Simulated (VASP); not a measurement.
# WS2 in VASP: further runs

The runs below take WS2 through single point, with PBE+D3(BJ).

Program: VASP 6.6.1. These are calculated values, not measurements. Logs are shortened: lines on timing, memory, paths and dates and some standing lists are left out, and cuts for length are marked.

### 1 The cell of the first run

The cell holds a slab with vacuum, 6 atoms: a = 3.160 Å, b = 3.160 Å, c = 23.804 Å, α = 90.00°, β = 90.00°, γ = 120.00°.

### 2 Single point, PBE+D3(BJ)

File INCAR:

```
PREC     = Accurate       # precision mode
ENCUT    = 520            # plane-wave cutoff, eV
EDIFF    = 1E-6           # SCF threshold, eV
ISMEAR   = 0              # smearing method
SIGMA    = 0.05           # smearing width, eV
LREAL    = False          # projectors in reciprocal space
LASPH    = True           # aspherical terms in the spheres
NELM     = 80             # most SCF steps
ALGO     = Normal         # electronic algorithm
ISIF     = 2              # what is computed and relaxed
LWAVE    = False          # write WAVECAR
LCHARG   = True           # write CHGCAR
LDIPOL   = True         
IDIPOL   = 3            
DIPOL    = 0.5 0.5 0.400
GGA      = PE             # functional
IVDW     = 12             # dispersion correction
LELF     = True           # ELF
LVHAR    = True         
LVACPOTAV= True         
NBANDS   = 35             # bands
```

File KPOINTS:

```
regular mesh
0
Gamma
  9 9 1
```

File POSCAR:

```
WS2
1.0
    3.1595457497      0.0000000000      0.0000000000
   -1.5797728749      2.7362468836      0.0000000000
    0.0000000000      0.0000000000     23.8042575719
S W
4 2
Direct
    0.3333333333      0.6666666667      0.1890418126
    0.3333333333      0.6666666667      0.3214605103
    0.6666666667      0.6666666667      0.4785752612
    0.6666666667      0.6666666667      0.6109939589
    0.6666666667      0.3333333333      0.2552511581
    1.0000000000      0.3333333333      0.5447846067
```

Potentials or basis: VASP PAW PBE potentials, release 64 (S, W_sv).

On the command line:

```sh
$ cat potpaw_PBE.64/S/POTCAR potpaw_PBE.64/W_sv/POTCAR > POTCAR
$ mpirun -np 1 vasp_std > vasp.out
```

OUTCAR:

```text
PREC = Accurate
   ENCUT = 520
   EDIFF = 1E-6
   ISMEAR = 0
   LREAL = False
   LASPH = True
   NELM = 80
   ISIF = 2
   GGA = PE
   IVDW = 12
 IVDW          = 12

 ion  position               nearest neighbor table
   1  0.333  0.667  0.189-   5 2.41   5 2.41   5 2.41
   2  0.333  0.667  0.321-   5 2.41   5 2.41   5 2.41
   3  0.667  0.667  0.479-   6 2.41   6 2.41   6 2.41
   4  0.667  0.667  0.611-   6 2.41   6 2.41   6 2.41
   5  0.667  0.333  0.255-   1 2.41   1 2.41   1 2.41   2 2.41   2 2.41   2 2.41
   6  0.000  0.333  0.545-   3 2.41   3 2.41   3 2.41   4 2.41   4 2.41   4 2.41

  LATTYP: Found a hexagonal cell.
 ALAT       =     3.1595457497
 C/A-ratio  =     7.5340759266

  Lattice vectors:

 A1 = (   3.1595457497,   0.0000000000,   0.0000000000)
 A2 = (  -1.5797728749,   2.7362468836,   0.0000000000)
 A3 = (   0.0000000000,   0.0000000000,  23.8042575719)

Analysis of symmetry for initial positions (statically):
=====================================================================
 Subroutine PRICEL returns:
 Original cell was already a primitive cell.

 Routine SETGRP: Setting up the symmetry group for a
 hexagonal supercell.

 Subroutine GETGRP returns: Found  2 space group operations
 (whereof  1 operations were pure point group operations)
 out of a pool of 24 trial point group operations.

The static configuration has the point symmetry C_1 .
 The point group associated with its full space group is C_2 .

Analysis of symmetry for dynamics (positions and initial velocities):
=====================================================================
 Subroutine PRICEL returns:
 Original cell was already a primitive cell.

 Routine SETGRP: Setting up the symmetry group for a
 hexagonal supercell.

 Subroutine GETGRP returns: Found  2 space group operations
 (whereof  1 operations were pure point group operations)
 out of a pool of 24 trial point group operations.

The dynamic configuration has the point symmetry C_1 .
 The point group associated with its full space group is C_2 .

 Subroutine INISYM returns: Found  2 space group operations
 (whereof  1 operations are pure point group operations),
 and found     1 'primitive' translations

----------------------------------------------------------------------------------------

                                     Primitive cell

  volume of cell :     205.7949

  direct lattice vectors                    reciprocal lattice vectors
[... 103 lines left out ...]
   TEBEG  =    0.0;   TEEND  =   0.0 temperature during run
   PSTRESS=    0.0 pullay stress
   NELECT =      52.0000    total number of electrons
   NUPDOWN=      -1.0000    fix difference up-down
   EMIN   =  10.00;   EMAX   =-10.00  energy-range for DOS
   EFERMI =   0.00;   METHOD = LEGACY
   ISMEAR =     0;   SIGMA  =   0.05  broadening in eV -4-tet -1-fermi 0-gaus
   EFERMI_NEDOS =   21; number of points for ismear=-14 and -15
   IALGO  =     38    algorithm
   IMIX   =      4    mixing-type and parameters
     AMIX     =   0.40;   BMIX     =  1.00
     AMIX_MAG =   1.60;   BMIX_MAG =  1.00
  volume/ion in A,a.u.               =      34.30       231.46
  Fermi-wavevector in a.u.,A,eV,Ry     =   1.034978  1.955825 14.574279  1.071179
  Thomas-Fermi vector in A             =   2.169299
   LORBIT       =      0    0 simple, 1 ext, 2 COOP (PROOUT), +10 PAW based schemes
   GGA     = PE    functional components
   LHFCALC =     F    Hartree Fock is set to
   AEXX    =    0.0000 exact exchange contribution
   IVDW    =    12    specifies the selected vdW correction
   LEPSILON=     F    determine dielectric tensor
   LRPA    =     F    only Hartree local field effects (RPA)
 non-spin polarized calculation
 Gauss-broadening in eV      SIGMA  =   0.05
  energy-cutoff  :      520.00
  volume of cell :      205.79
 maximum number of plane-waves:      5566
   NGX = 11   NGY = 11   NGZ = 89

 dipolmoment           0.000000      0.000000      0.000001 electrons x Angstroem

 number of electron      51.9999994 magnetization

 dipolmoment           0.000000      0.000000     -0.000002 electrons x Angstroem

 Free energy of the ion-electron system (eV)
  ---------------------------------------------------
  ext. energy  EPLUGINS =         0.00000000
  ---------------------------------------------------
  free energy    TOTEN  =       -47.32817188 eV

  energy without entropy =      -47.32817188  energy(sigma->0) =      -47.32817188

 E-fermi :   1.3431     XC(G=0):  -6.1996

 val. band max:        0.8978669205   @ k =   0.0000   0.0000   0.0000
 cond. band min:       2.7361561992   @ k =   0.3333   0.3333   0.0000
 fundamental gap:      1.8382892788
 Fermi energy:         1.3430579468

 k-point     1 :       0.0000    0.0000    0.0000
  band No.  band energies     occupation
      1     -73.1942      2.00000
      2     -73.1941      2.00000
      3     -37.4460      2.00000
      4     -37.4460      2.00000
      5     -37.2716      2.00000
      6     -37.2716      2.00000
[... 901 lines left out ...]
     34       6.0859      0.00000
     35       7.0028      0.00000

 [... further k-points ...]

------------------------ aborting loop because EDIFF is reached ----------------------------------------

 Edisp (eV)   -2.06729

 E8    (eV) :    -0.8985

  FORCE on cell =-STRESS in cart. coord.  units (eV):
  Direction    XX          YY          ZZ          XY          YZ          ZX
  --------------------------------------------------------------------------------------
  -------------------------------------------------------------------------------------
  Total      -0.18868    -0.21504    -0.61855     0.00000     0.00000     0.05966
  in kB      -1.46893    -1.67418    -4.81562     0.00000     0.00000     0.46448
  external pressure =       -2.65 kB  Pullay stress =        0.00 kB

 VOLUME and BASIS-vectors are now :
 -----------------------------------------------------------------------------
  energy-cutoff  :      520.00
  volume of cell :      205.79
      direct lattice vectors                 reciprocal lattice vectors
     3.159545750  0.000000000  0.000000000     0.316501193  0.182732049  0.000000000
    -1.579772875  2.736246884  0.000000000     0.000000000  0.365464098  0.000000000
     0.000000000  0.000000000 23.804257572     0.000000000  0.000000000  0.042009292

 POSITION                                       TOTAL-FORCE (eV/Angst)
 -----------------------------------------------------------------------------------
     -0.00000      1.82416      4.50000         0.000129     -0.000394      0.003577
     -0.00000      1.82416      7.65213        -0.011367      0.000633      0.060682
      1.05318      1.82416     11.39213         0.011367      0.000633     -0.060682
      1.05318      1.82416     14.54426        -0.000129     -0.000394     -0.003577
      1.57977      0.91208      6.07606        -0.002604     -0.000239      0.039719
     -0.52659      0.91208     12.96819         0.002604     -0.000239     -0.039719
 -----------------------------------------------------------------------------------
    total drift:                                0.000000      0.000028     -0.000319

  FREE ENERGIE OF THE ION-ELECTRON SYSTEM (eV)
  ---------------------------------------------------
  free  energy   TOTEN  =       -49.3954580412 eV

  energy  without entropy=      -49.3954580412  energy(sigma->0) =      -49.39545804

 vacuum level on the upper side and lower side of the slab         6.468         6.468
```

OSZICAR:

```text
N       E                     dE             d eps       ncg     rms          rms(c)
DAV:   1     0.482461430608E+03    0.48246E+03   -0.27725E+04  2030   0.132E+03
DAV:   2    -0.170696251627E+02   -0.49953E+03   -0.48617E+03  2201   0.343E+02
DAV:   3    -0.490597332844E+02   -0.31990E+02   -0.31605E+02  2212   0.848E+01
[... 14 lines left out ...]
DAV:  18    -0.473281215743E+02   -0.28596E-04   -0.25520E-06  1576   0.548E-03    0.633E-03
DAV:  19    -0.473281577534E+02   -0.36179E-04   -0.20102E-06  1532   0.497E-03    0.255E-03
DAV:  20    -0.473281651342E+02   -0.73808E-05   -0.28865E-07  1392   0.158E-03    0.183E-03
DAV:  21    -0.473281714490E+02   -0.63148E-05   -0.39504E-07  1401   0.132E-03    0.113E-03
DAV:  22    -0.473281718813E+02   -0.43227E-06   -0.30637E-08  1077   0.794E-04
   1 F= -.49395458E+02 E0= -.49395458E+02  d E =-.129391E-37
```

Wall time 1.9 min (1 thread of Intel Xeon 6975P-C (Granite Rapids), shared host); peak memory 0.38 GiB.

What came out:

```yaml
Free_energy: -49.3955 eV
Largest_force: 0.062 eV/Å
Band_gap_on_the_k_mesh: 1.84 eV, indirect (least direct gap 1.91 eV)
Dispersion_energy_per_atom: -0.345 eV
```

Forces on the atoms (eV/Å):
```
S    0.000  0.000  0.004
S   -0.011  0.001  0.061
S    0.011  0.001 -0.061
S    0.000  0.000 -0.004
W   -0.003  0.000  0.040
W    0.003  0.000 -0.040
```

Levels at points of the mesh, in eV from the valence-band top:
| k point | band 24 | band 25 | band 26 | band 27 | band 28 | band 29 |
| --- | --- | --- | --- | --- | --- | --- |
| (0.00, 0.00, 0.00) | -1.65 | -0.37 | 0.00 | 2.84 | 2.84 | 2.85 |

Caveat: spin-orbit coupling is left out, which moves the levels of the heavy elements.

### 3 Single point, PBE+D3(BJ)

File INCAR:

```
PREC = Accurate
ENCUT = 520
EDIFF = 1E-6
ISMEAR = 0
SIGMA = 0.05
LREAL = False
LASPH = True
NELM = 80
ALGO = Normal
ISIF = 2
LWAVE = False
LCHARG = False
LDIPOL = True
IDIPOL = 3
DIPOL = 0.5 0.5 0.421
GGA = PE
IVDW = 12
NBANDS = 35
```

KPOINTS is that of step 2.

File POSCAR:

```
WS2
1.0
    3.1595457497      0.0000000000      0.0000000000
   -1.5797728749      2.7362468836      0.0000000000
    0.0000000000      0.0000000000     23.8042575719
S W
4 2
Direct
    0.3333333333      0.6666666667      0.1890418126
    0.3333333333      0.6666666667      0.3214605103
    0.6666666667      0.6666666667      0.5205845529
    0.6666666667      0.6666666667      0.6530032506
    0.6666666667      0.3333333333      0.2552511581
    1.0000000000      0.3333333333      0.5867938984
```

Potentials or basis: VASP PAW PBE potentials, release 64 (S, W_sv).

On the command line:

```sh
$ cat potpaw_PBE.64/S/POTCAR potpaw_PBE.64/W_sv/POTCAR > POTCAR
$ mpirun -np 1 vasp_std > vasp.out
```

Wall time 2 min (1 thread of Intel Xeon 6975P-C (Granite Rapids), shared host); peak memory 0.38 GiB.

The run converged. Its results:

* Free energy: -49.3036 eV
* Largest force: 0.046 eV/Å
* Band gap on the k mesh: 1.92 eV, direct
* Dispersion energy per atom: -0.328 eV

Forces in eV/Å, atoms in the order of the input:
```
S    0.000  0.000  0.000
S    0.000  0.000  0.046
S    0.000  0.000 -0.046
S    0.000  0.000  0.000
W    0.000  0.000  0.022
W    0.000  0.000 -0.022
```

Levels at points of the mesh, in eV from the valence-band top:
```
           k point  band 24  band 25  band 26  band 27  band 28  band 29
(0.00, 0.00, 0.00)    -1.57    -0.21    -0.07     2.93     2.93     2.93
```

Caveat: spin-orbit coupling is left out, which moves the levels of the heavy elements.
